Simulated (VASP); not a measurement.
**B2Pt2Cl: single point with PBE**

The system is B2Pt2Cl.

```
B Pt Cl
1.0
    -1.63470    1.63470    6.75115
     1.63470   -1.63470    6.75115
     1.63470    1.63470   -6.75115
B Pt Cl
2 2 1
Direct
  0.75000 0.25000 0.50000
  0.25000 0.75000 0.50000
  0.34849 0.34849 0.00000
  0.65151 0.65151 0.00000
  0.00000 0.00000 0.00000
```

The cell was built from a structure type or drawn by symmetry, and may not be a known phase.

```yaml
Program: VASP 6.6.1
Task: single point
Functional: PBE
Potentials_or_basis: VASP PAW PBE potentials, release 64 (B, Pt, Cl)
Cutoff: 520 eV
k_mesh: 16 × 16 × 16
Occupations: gaussian, width 0.1 eV
Spin: no spin polarisation
Dipole_correction: no
Further_INCAR_settings: ALGO = Normal; EDIFF = 1e-06; NBANDS = 24
```

| Property | Result |
| --- | --- |
| Pressure | 0.0 GPa |
| Largest force | 0.040 eV/Å |
| Band gap on the k mesh | zero (an odd number of electrons rules out a gap without spin polarisation) |

Forces in eV/Å, atoms in the order of the input:
```
B    0.000  0.000  0.000
B    0.000  0.000  0.000
Pt   0.000  0.000  0.040
Pt   0.000  0.000 -0.040
Cl   0.000  0.000  0.000
```

Stress tensor (GPa, compression positive):
```
-0.01  0.00  0.00
 0.00 -0.01  0.00
 0.00  0.00  0.08
```

Levels at points of the mesh, in eV from the Fermi level:
```csv
k point,band 13,band 14,band 15,band 16,band 17,band 18,band 19,band 20
"(0.00, 0.00, 0.00)",-3.04,-2.30,-2.30,-2.13,0.35,1.66,1.66,3.96
"(0.50, 0.00, 0.00)",-3.32,-2.62,-2.51,-2.05,-1.10,0.60,2.70,3.71
"(0.50, 0.50, 0.00)",-3.11,-2.60,-1.90,-1.53,-1.50,-0.57,0.03,0.70
"(0.50, 0.50, 0.50)",-3.34,-3.05,-2.84,-2.84,2.12,2.12,3.38,3.80
```

It took 30 min on 1 thread of Intel(R) Xeon(R) Platinum 8488C (Sapphire Rapids), on a shared host, peak memory 0.81 GiB.

Caveat: spin-orbit coupling is left out, which moves the levels of the heavy elements; an odd number of electrons without spin polarisation forces a metal; a magnetic or distorted state may lie lower.
